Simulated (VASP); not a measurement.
Wanted: the native input for a VASP 6.6.1 run.

```
Task                   : relaxation of cell and atoms
Functional             : PBE
Potentials or basis    : VASP PAW PBE potentials, release 64 (Pb_d, Te)
Cutoff                 : 600 eV
k mesh                 : 11 × 11 × 11
Occupations            : fermi-dirac, width 0.05 eV
Spin                   : no spin polarisation
Dipole correction      : no
Further INCAR settings : ALGO = Normal; EDIFF = 1e-06; IBRION = 2; EDIFFG = -0.005; NSW = 60; ISIF = 3
```

The structure of TePb (rocksalt type) lies in POSCAR:

```
TePb
1.0
    0.0000000000      3.0853790180      3.0853790180
    3.0853790180      0.0000000000      3.0853790180
    3.0853790180      3.0853790180      0.0000000000
Pb Te
1 1
Direct
    0.0000000000      0.0000000000      0.0000000000
    0.5000000000      0.5000000000      0.5000000000
```

These files were run (other wordings do the same):

INCAR

```
PREC = Accurate
ENCUT = 600
EDIFF = 1E-6
ISMEAR = -1
SIGMA = 0.05
LREAL = False
LASPH = True
NELM = 100
ALGO = Normal
ISIF = 3
LWAVE = False
LCHARG = False
GGA = PE
IBRION = 2
NSW = 60
EDIFFG = -0.005
```

KPOINTS

```
regular mesh
0
Gamma
  11 11 11
```

Potentials or basis: VASP PAW PBE potentials, release 64 (Pb_d, Te).

Launch:

```console
$ cat potpaw_PBE.64/Pb_d/POTCAR potpaw_PBE.64/Te/POTCAR > POTCAR
$ mpirun -np 1 vasp_std > vasp.out
```

Results of the run:

```json
{"Relaxed volume": "35.39 Å³/atom", "Relaxed cell": "a = 4.643 Å, b = 4.643 Å, c = 4.643 Å, α = 60.00°, β = 60.00°, γ = 60.00°", "Space group after relaxing (to 0.05 Å)": "Fm-3m (No. 225)", "Energy gained by relaxing": "174.8 meV/atom", "Ionic steps": "5", "Pressure after relaxing": "0.0 GPa"}
```

Caveat: the volume moved by over 15 % at a fixed basis, so the end points are rough.

It took 110 s on 1 thread of Intel(R) Xeon(R) Platinum 8488C (Sapphire Rapids), on a shared host, peak memory 0.26 GiB.
